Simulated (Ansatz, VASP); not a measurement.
One calculation of AlFe, two programs

```xyz
2
Lattice="2.9100 0.0000 0.0000 0.0000 2.9100 0.0000 0.0000 0.0000 2.9100" Properties=species:S:1:pos:R:3 pbc="T T T"
Al    0.0000    0.0000    0.0000
Fe    1.4550    1.4550    1.4550
```

Alike in both runs: task single point; functional PBE; k mesh 12 × 12 × 12; occupations gaussian, width 0.05 eV; non-collinear spin, spin-orbit coupling.

|  | VASP | Ansatz |
| --- | --- | --- |
| version | VASP 6.6.1 | Ansatz 0.2.0 |
| potentials or method | VASP PAW PBE potentials, release 64 (Al, Fe), cutoff 600 eV | plane waves, PAW |
| valence electrons in the cell | 11 | 19 |

```tsv
	VASP	Ansatz	Ansatz less VASP
pressure (GPa)	-5.9	-5.9	0.00
net moment per atom (μB)	0.38	0.38	0.000
```

VASP's potentials hold 11 valence electrons a cell and Ansatz's 19, so a difference there can come from the potentials and not from the codes. Ansatz's warnings: stress scf threshold loose.
